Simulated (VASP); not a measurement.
## Pd: single point with BLYP

The system is Pd.

```
CELL_PARAMETERS angstrom
0.00000 1.98860 1.98860
1.98860 0.00000 1.98860
1.98860 1.98860 0.00000
ATOMIC_POSITIONS crystal
Pd 0.00000 0.00000 0.00000
```

This cell differs from its parent crystal: volume scaled by 0.96.

```yaml
Program: VASP 6.6.1
Task: single point
Functional: BLYP
Potentials_or_basis: VASP PAW PBE potentials, release 64 (Pd)
Cutoff: 520 eV
k_mesh: 22 × 22 × 22
Occupations: fermi-dirac, width 0.1 eV
Spin: no spin polarisation
```

* Pressure: 6.3 GPa
* Band gap on the k mesh: zero (band 5 reaches 9.50 eV, above the bottom of band 6 at 8.06 eV)

Levels at points of the mesh, in eV from the Fermi level:
```tsv
k point	band 1	band 2	band 3	band 4	band 5	band 6	band 7	band 8	band 9	band 10
(0.00, 0.00, 0.00)	-6.54	-2.60	-2.60	-2.60	-1.16	-1.16	17.42	21.65	21.65	21.65
(0.50, 0.00, 0.00)	-4.81	-2.64	-2.64	-0.07	-0.07	1.36	6.82	16.80	20.42	20.42
(0.50, 0.50, 0.00)	-4.86	-4.62	-0.10	0.22	0.22	3.50	10.16	12.90	12.90	20.85
```

Wall time 32 s on 1 thread of Intel(R) Xeon(R) Platinum 8559C (Emerald Rapids) (shared host), peak memory 0.18 GiB.

Caveat: the PAW data sets were made with another functional, which shifts forces and pressure a little.
